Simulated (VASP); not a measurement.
Wanted: the native input for a VASP 6.6.1 run.

```yaml
Task: single point
Functional: HSE06
Potentials_or_basis: VASP PAW PBE potentials, release 64 (Be, Te)
Cutoff: 520 eV
k_mesh: 6 × 6 × 6
Occupations: gaussian, width 0.01 eV
Spin: no spin polarisation
Dipole_correction: no
Grid_for_exact_exchange_PRECFOCK: Normal
Further_INCAR_settings: ALGO = Normal; EDIFF = 1e-06; NBANDS = 11
Screening_parameter: 0.2079 1/Å
```

Crystal: BeTe.

```
CELL_PARAMETERS angstrom
0.00000 2.82862 2.82862
2.94233 0.00000 2.82862
2.94233 2.82862 0.00000
ATOMIC_POSITIONS crystal
Be 0.00000 0.00000 0.00000
Te 0.25000 0.25000 0.25000
```

This cell differs from its parent crystal: uniaxial x strain +4.0%.

The input as run:

POSCAR

```
BeTe
1.0
    0.0000000000      2.8286236224      2.8286236224
    2.9423342920      0.0000000000      2.8286236224
    2.9423342920      2.8286236224      0.0000000000
Be Te
1 1
Direct
    0.0000000000      0.0000000000      0.0000000000
    0.2500000000      0.2500000000      0.2500000000
```

INCAR.step1

```
PREC     = Accurate       # precision mode
ENCUT    = 520            # plane-wave cutoff, eV
EDIFF    = 1E-5           # SCF threshold, eV
ISMEAR   = 0              # smearing method
SIGMA    = 0.01           # smearing width, eV
LREAL    = F              # projectors in reciprocal space
LASPH    = T              # aspherical terms in the spheres
NELM     = 100            # most SCF steps
ALGO     = Normal         # electronic algorithm
ISIF     = 2              # what is computed and relaxed
LWAVE    = T              # write WAVECAR
GGA      = PE             # functional
NBANDS   = 11             # bands
```

INCAR.step2

```
PREC     = Accurate       # precision mode
ENCUT    = 520            # plane-wave cutoff, eV
EDIFF    = 1E-6           # SCF threshold, eV
ISMEAR   = 0              # smearing method
SIGMA    = 0.01           # smearing width, eV
LREAL    = F              # projectors in reciprocal space
LASPH    = T              # aspherical terms in the spheres
NELM     = 100            # most SCF steps
ALGO     = Normal         # electronic algorithm
ISIF     = 2              # what is computed and relaxed
LWAVE    = F              # write WAVECAR
LCHARG   = T              # write CHGCAR
GGA      = PE             # functional
LHFCALC  = T              # exact exchange
HFSCREEN = 0.2079         # screening, 1/A
PRECFOCK = Normal       
LELF     = T              # ELF
LVHAR    = T            
ISTART   = 1            
NBANDS   = 11             # bands
```

KPOINTS

```
regular mesh
0
Gamma
  6 6 6
```

Potentials or basis: VASP PAW PBE potentials, release 64 (Be, Te).

Command:

```bash
$ cat potpaw_PBE.64/Be/POTCAR potpaw_PBE.64/Te/POTCAR > POTCAR
$ cp INCAR.step1 INCAR
$ mpirun -np 1 vasp_std > vasp.out
$ cp INCAR.step2 INCAR
$ mpirun -np 1 vasp_std > vasp.out
```

It gave:

```yaml
Pressure: -3.0 GPa
Band_gap_on_the_k_mesh: 2.61 eV, indirect (least direct gap 4.12 eV)
```

Caveat: the cell differs from its parent crystal (uniaxial x strain +4.0%); the PAW data sets were made with another functional, which shifts forces and pressure a little; spin-orbit coupling is left out, which moves the levels of the heavy elements.

Run time: 13 min on 1 thread of Intel(R) Xeon(R) Platinum 8488C (Sapphire Rapids) (shared host), peak memory 0.3 GiB.
